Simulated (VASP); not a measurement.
Input of a VASP 6.6.1 run:

The input INCAR:

```
SYSTEM = CsSnI3
PREC = Accurate
ENCUT = 520
EDIFF = 1E-6
ISMEAR = 0
SIGMA = 0.01
LREAL = .FALSE.
LASPH = .TRUE.
NELM = 100
ALGO = Normal
ISIF = 2
LWAVE = .FALSE.
LCHARG = .FALSE.
GGA = PE
NBANDS = 30
```

Contents of KPOINTS:

```
Automatic mesh
0
G
  4 4 4
  0 0 0
```

Contents of POSCAR:

```
CsSnI3
1.0
    6.2344646584      0.0000000000      0.0000000000
    0.0000000000      6.2344646584      0.0000000000
    0.0000000000      0.0000000000      6.2344646584
Cs Sn I
1 1 3
Direct
    0.0000000000      0.0000000000      0.0000000000
    0.5000000000      0.5000000000      0.5000000000
    0.5000000000      0.5000000000      0.0000000000
    0.5000000000      0.0000000000      0.5000000000
    0.0000000000      0.5000000000      0.5000000000
```

Potentials or basis: VASP PAW PBE potentials, release 64 (Cs_sv, Sn_d, I).

The run is started by

```console
$ cat potpaw_PBE.64/Cs_sv/POTCAR potpaw_PBE.64/Sn_d/POTCAR potpaw_PBE.64/I/POTCAR > POTCAR
$ mpirun -np 1 vasp_std > vasp.out
```

**Question.** Estimate the pressure.

**Answer.** 0.5 GPa.

**Question.** Estimate the band gap on the k mesh.

**Answer.** 0.36 eV.

Caveat: semilocal functionals underestimate gaps, and a narrow one can read as zero; spin-orbit coupling is left out, which moves the levels of the heavy elements. A k mesh can miss the band edges.
